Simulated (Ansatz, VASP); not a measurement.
**One calculation of W, two programs**

```
CELL_PARAMETERS angstrom
-1.59288 1.59288 1.59288
1.59288 -1.59288 1.59288
1.59288 1.59288 -1.59288
ATOMIC_POSITIONS crystal
W 0.00000 0.00000 0.00000
```

Alike in both runs: functional PBE; k mesh 8 × 8 × 8; occupations gaussian, width 0.1 eV; no spin polarisation.

Ansatz relaxed the structure, and its values are those at the end. VASP's run is a single point on that final structure, the one shown.

```csv
,VASP,Ansatz
version,VASP 6.6.1,Ansatz 0.2.0
potentials or method,"VASP PAW PBE potentials, release 64 (W_sv), cutoff 520 eV","scalar-relativistic, plane waves, PAW"
valence electrons in the cell,14,14
```

|  | VASP | Ansatz | Ansatz less VASP |
| --- | --- | --- | --- |
| gap on the k mesh at the Fermi level (eV) | none | none | - |
| pressure (GPa) | 0.2 | -0.3 | -0.48 |

A gap of «none» marks a metal or a gap that the smearing closes. The functional is the same, so the differences come from potentials, cutoffs and numerics.

Spin-orbit coupling is off throughout.
